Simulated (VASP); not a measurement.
# AlNi (rocksalt type) (Fm-3m) in VASP: further runs, part 2 of 2

VASP 6.6.1. Earlier steps stand in the parts before.

**3. Density of states, LDA (volume scaled by 0.55)**

Input file POSCAR:

```
AlNi
1.0
    0.0000000000      1.9456050348      1.9456050348
    1.9456050348      0.0000000000      1.9456050348
    1.9456050348      1.9456050348      0.0000000000
Ni Al
1 1
Direct
    0.0000000000      0.0000000000      0.0000000000
    0.5000000000      0.5000000000      0.5000000000
```

Input file INCAR.step1:

```
PREC = Accurate
ENCUT = 520
EDIFF = 1E-6
ISMEAR = -1
SIGMA = 0.1
LREAL = False
LASPH = True
NELM = 60
ALGO = Normal
ISIF = 2
LWAVE = False
LCHARG = True
LMAXMIX = 4
GGA = CA
NBANDS = 14
```

Input file KPOINTS.step1:

```
Automatic mesh
0
Gamma
  15 15 15
```

Input file INCAR.step2:

```
PREC = Accurate
ENCUT = 520
EDIFF = 1E-6
ISMEAR = -5
SIGMA = 0.1
LREAL = False
LASPH = True
NELM = 60
ALGO = Normal
ISIF = 2
LWAVE = False
LCHARG = False
LMAXMIX = 4
GGA = CA
LORBIT = 10
NBANDS = 14
NEDOS = 1001
ICHARG = 11
```

Input file KPOINTS.step2:

```
Automatic mesh
0
Gamma
  23 23 23
```

Potentials or basis: VASP PAW LDA potentials, release 64 (Ni, Al).

Command:

```
$ cat potpaw_LDA.64/Ni/POTCAR potpaw_LDA.64/Al/POTCAR > POTCAR
$ cp INCAR.step1 INCAR
$ cp KPOINTS.step1 KPOINTS
$ mpirun -np 1 vasp_std > vasp.out
$ cp INCAR.step2 INCAR
$ cp KPOINTS.step2 KPOINTS
$ mpirun -np 1 vasp_std > vasp.out
```

OUTCAR:

```text
PREC = Accurate
   ENCUT = 520
   EDIFF = 1E-6
   ISMEAR = -5
   LREAL = False
   LASPH = True
   NELM = 60
   ISIF = 2
   GGA = CA
   LORBIT = 10
   ICHARG = 11

 ion  position               nearest neighbor table
   1  0.000  0.000  0.000-   2 1.95   2 1.95   2 1.95   2 1.95   2 1.95   2 1.95
   2  0.500  0.500  0.500-   1 1.95   1 1.95   1 1.95   1 1.95   1 1.95   1 1.95

  LATTYP: Found a face centered cubic cell.
[... 605 lines left out ...]
  -------------------------------------------------------------------------------------
  Total       25.0840990     25.0840990     25.0840990      0.0000000     -0.0000000     -0.0000000
  in kB     2728.4440206   2728.4440206   2728.4440206      0.0000000     -0.0000000     -0.0000000
  external PRESSURE =    2728.4440206 kB  Pullay stress =       0.0000000 kB

 VOLUME and BASIS-vectors are now :
 -----------------------------------------------------------------------------
  energy-cutoff  :      520.00
  volume of cell :       14.73
      direct lattice vectors                 reciprocal lattice vectors
     0.000000000  1.945605035  1.945605035    -0.256989467  0.256989467  0.256989467
     1.945605035  0.000000000  1.945605035     0.256989467 -0.256989467  0.256989467
     1.945605035  1.945605035  0.000000000     0.256989467  0.256989467 -0.256989467

 POSITION                                       TOTAL-FORCE (eV/Angst)
 -----------------------------------------------------------------------------------
      0.00000      0.00000      0.00000        -0.000000      0.000000     -0.000000
      1.94561      1.94561      1.94561         0.000000     -0.000000      0.000000
 -----------------------------------------------------------------------------------
    total drift:                               -0.000000     -0.000000     -0.000000

  FREE ENERGIE OF THE ION-ELECTRON SYSTEM (eV)
  ---------------------------------------------------
  free  energy   TOTEN  =        -4.7237124360 eV

  energy  without entropy=       -4.7237124360  energy(sigma->0) =       -4.72371244

 total charge

# of ion       s       p       d       tot
------------------------------------------
    1        0.871   0.904   9.136  10.911
    2        0.572   0.747   0.000   1.319
--------------------------------------------------
tot          1.442   1.651   9.136  12.229
```

Wall time 23 s (1 thread of Intel Xeon 6975P-C (Granite Rapids), shared host); peak memory 0.18 GiB.

Results:

```
Valence electrons inside the program's atomic spheres : Ni 10.91; Al 1.32
```

Caveat: the cell differs from its parent crystal (volume scaled by 0.55); tetrahedron occupations give inexact forces and stress in metals. Spin polarisation is off, so any magnetic state and its effect on volume and gap are missing.

**4. Density of states, LDA (volume scaled by 0.94)**

Input file POSCAR:

```
AlNi
1.0
    0.0000000000      2.3261786719      2.3261786719
    2.3261786719      0.0000000000      2.3261786719
    2.3261786719      2.3261786719      0.0000000000
Ni Al
1 1
Direct
    0.0000000000      0.0000000000      0.0000000000
    0.5000000000      0.5000000000      0.5000000000
```

Input file INCAR.step1:

```
PREC = Accurate ; ENCUT = 520
EDIFF = 1E-6 ; ISMEAR = -1
SIGMA = 0.1 ; LREAL = False
LASPH = True ; NELM = 60
ALGO = Normal ; ISIF = 2
LWAVE = False ; LCHARG = True
LMAXMIX = 4 ; GGA = CA
NBANDS = 14
```

Input file KPOINTS.step1:

```
regular mesh
0
Gamma
  15 15 15
```

Input file INCAR.step2:

```
PREC = Accurate ; ENCUT = 520
EDIFF = 1E-6 ; ISMEAR = -5
SIGMA = 0.1 ; LREAL = False
LASPH = True ; NELM = 60
ALGO = Normal ; ISIF = 2
LWAVE = False ; LCHARG = False
LMAXMIX = 4 ; GGA = CA
LORBIT = 11 ; NEDOS = 1001
ICHARG = 11
```

Input file KPOINTS.step2:

```
regular mesh
0
Gamma
  23 23 23
```

Command:

```
$ cat potpaw_LDA.64/Ni/POTCAR potpaw_LDA.64/Al/POTCAR > POTCAR
$ cp INCAR.step1 INCAR
$ cp KPOINTS.step1 KPOINTS
$ mpirun -np 1 vasp_std > vasp.out
$ cp INCAR.step2 INCAR
$ cp KPOINTS.step2 KPOINTS
$ mpirun -np 1 vasp_std > vasp.out
```

Run time: 24 s. Hardware: 1 thread of Intel Xeon 6975P-C (Granite Rapids), shared host; peak memory 0.21 GiB.

It converged, with:

| Property | Result |
| --- | --- |
| Valence electrons inside the program's atomic spheres | Ni 9.61; Al 0.86 |

Levels at points of the mesh, in eV from the Fermi level:
| k point | band 3 | band 4 | band 5 | band 6 | band 7 | band 8 | band 9 | band 10 |
| --- | --- | --- | --- | --- | --- | --- | --- | --- |
| (0.00, 0.00, 0.00) | -2.51 | -2.51 | -2.44 | -2.44 | 7.41 | 7.41 | 7.41 | 11.12 |

Caveat: the cell differs from its parent crystal (volume scaled by 0.94); tetrahedron occupations give inexact forces and stress in metals. Spin polarisation is off, so any magnetic state and its effect on volume and gap are missing.

**5. Density of states, LDA**

This run uses another cell than the first one, of 13.39 Å³/atom, 1.818 times its volume.

Input file POSCAR:

```
AlNi
1.0
    0.0000000000      2.3746546130      2.3746546130
    2.3746546130      0.0000000000      2.3746546130
    2.3746546130      2.3746546130      0.0000000000
Ni Al
1 1
Direct
    0.0000000000      0.0000000000      0.0000000000
    0.5000000000      0.5000000000      0.5000000000
```

Input file INCAR.step1:

```
  ALGO = Normal
  EDIFF = 1E-6
  ENCUT = 520
  ISIF = 2
  ISMEAR = -1
  LASPH = True
  LCHARG = True
  LMAXMIX = 4
  LREAL = False
  LWAVE = False
  NBANDS = 14
  NELM = 60
  PREC = Accurate
  SIGMA = 0.1
```

Input file KPOINTS.step1:

```
k-points
0
Gamma
  15 15 15
```

Input file INCAR.step2:

```
  ALGO = Normal
  EDIFF = 1E-6
  ENCUT = 520
  ICHARG = 11
  ISIF = 2
  ISMEAR = -5
  LASPH = True
  LCHARG = False
  LMAXMIX = 4
  LORBIT = 11
  LREAL = False
  LWAVE = False
  NEDOS = 2001
  NELM = 60
  PREC = Accurate
  SIGMA = 0.1
```

Input file KPOINTS.step2:

```
k-points
0
Gamma
  23 23 23
```

Command:

```
$ cat potpaw_LDA.64/Ni/POTCAR potpaw_LDA.64/Al/POTCAR > POTCAR
$ cp INCAR.step1 INCAR
$ cp KPOINTS.step1 KPOINTS
$ mpirun -np 1 vasp_std > vasp.out
$ cp INCAR.step2 INCAR
$ cp KPOINTS.step2 KPOINTS
$ mpirun -np 1 vasp_std > vasp.out
```

It took 47 s on 1 thread of Intel Xeon 6975P-C (Granite Rapids), shared host; peak memory 0.23 GiB.

The run converged. Its results:

| Quantity | Value |
| --- | --- |
| Valence electrons inside the program's atomic spheres | Ni 9.51; Al 0.83 |

Levels at points of the mesh, in eV from the Fermi level:
```csv
k point,band 3,band 4,band 5,band 6,band 7,band 8,band 9,band 10
"(0.00, 0.00, 0.00)",-2.27,-2.27,-2.22,-2.22,7.02,7.02,7.02,10.85
```

Caveat: tetrahedron occupations give inexact forces and stress in metals. Spin polarisation is off, so any magnetic state and its effect on volume and gap are missing.
